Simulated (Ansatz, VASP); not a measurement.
**One calculation of Mg, two programs**

Contents of INCAR:

```
PREC     = Accurate       # precision mode
ENCUT    = 520            # plane-wave cutoff, eV
EDIFF    = 1E-6           # SCF threshold, eV
ISMEAR   = 1              # smearing method
SIGMA    = 0.3            # smearing width, eV
LREAL    = F              # projectors in reciprocal space
LASPH    = T              # aspherical terms in the spheres
NELM     = 80             # most SCF steps
ALGO     = Normal         # electronic algorithm
ISIF     = 2              # what is computed and relaxed
LWAVE    = F              # write WAVECAR
LCHARG   = F              # write CHGCAR
GGA      = PE             # functional
NBANDS   = 9              # bands
```

KPOINTS

```
Automatic mesh
0
Gamma
  7 7 4
```

File POSCAR:

```
Mg
1.0
    3.2093000000      0.0000000000      0.0000000000
   -1.6046500000      2.7793400000      0.0000000000
    0.0000000000      0.0000000000      5.2103000000
Mg
2
Direct
    0.3261400000      0.6596100000      0.2498008405
    0.6633600000      0.3421200000      0.7494500000
```

Input for Ansatz:

```yaml
crystal:
  lattice:
    - [3.2093, 0.0, 0.0]
    - [-1.60465, 2.77934, 0.0]
    - [0.0, 0.0, 5.2103]
  atoms:
    - { symbol: Mg, position: [0.32614, 0.65961, 0.24980084045064585] }
    - { symbol: Mg, position: [0.66336, 0.34212, 0.74945] }
basis:
  ecutwfc: 540.0
  xc_grid: 2
kpoints:
  mp_grid:
    grid: [7, 7, 4]
hamiltonian:
  xc: pbe
scf:
  convergence:
    dr2_threshold: 1.0e-09
  occupations:
    method: cold
    width: 0.3
output:
  forces: true
  stress: true
```

Alike in both runs: task single point; functional PBE; k mesh 7 × 7 × 4; no spin polarisation.

```csv
,VASP,Ansatz
version,VASP 6.6.1,Ansatz 0.2.0
potentials or method,"VASP PAW PBE potentials, release 64 (Mg), cutoff 520 eV","plane waves, PAW"
occupations,"methfessel-paxton of order 1, width 0.3 eV","cold, width 0.3 eV"
valence electrons in the cell,4,20
```

```tsv
	VASP	Ansatz	Ansatz less VASP
pressure (GPa)	-0.4	-0.3	+0.08
traceless stress, the component that is largest in VASP (GPa)	1.89	1.77	-0.127
rms of the force components (eV/Å)	0.017	0.017	+0.0001
```

Atom by atom the forces differ by 0.000 eV/Å (rms over components). VASP's potentials hold 4 valence electrons a cell and Ansatz's 20, so a difference there can come from the potentials and not from the codes. Ansatz's warnings: stress scf threshold loose.
